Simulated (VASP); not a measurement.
## I: single point with LDA

The system is I.

```xyz
2
Lattice="2.7268 0.0000 0.0000 -1.3634 2.3615 0.0000 0.0000 0.0000 4.6630" Properties=species:S:1:pos:R:3 pbc="T T T"
I     0.0000    1.5743    1.1657
I     1.3634    0.7872    3.4972
```

```yaml
Program: VASP 6.6.1
Task: single point
Functional: LDA
Potentials_or_basis: VASP PAW LDA potentials, release 64 (I)
Cutoff: 520 eV
k_mesh: 12 × 12 × 7
Occupations: fermi-dirac, width 0.08 eV
Spin: no spin polarisation
```

The pressure is 161.9 GPa. The band gap on the k mesh is zero (bands 7 and 8 overlap by 10.40 eV).

Stress tensor (GPa, compression positive):
```
161.58   0.00   0.00
  0.00 161.58   0.00
  0.00   0.00 162.53
```

Levels at points of the mesh, in eV from the Fermi level:
| k point | band 3 | band 4 | band 5 | band 6 | band 7 | band 8 | band 9 | band 10 | band 11 | band 12 |
| --- | --- | --- | --- | --- | --- | --- | --- | --- | --- | --- |
| (0.00, 0.00, 0.00) | -13.49 | 2.52 | 2.52 | 3.58 | 5.03 | 5.03 | 7.35 | 7.85 | 9.57 | 10.43 |
| (0.50, 0.00, 0.00) | -10.26 | -9.39 | -7.77 | -4.74 | -3.20 | 1.65 | 2.22 | 6.33 | 8.49 | 8.80 |

Run time: 11 s on 1 thread of Intel(R) Xeon(R) 6975P-C (Granite Rapids), on a shared host, peak memory 0.14 GiB.

Caveat: the cell stands under pressure; spin-orbit coupling is left out, which moves the levels of the heavy elements.
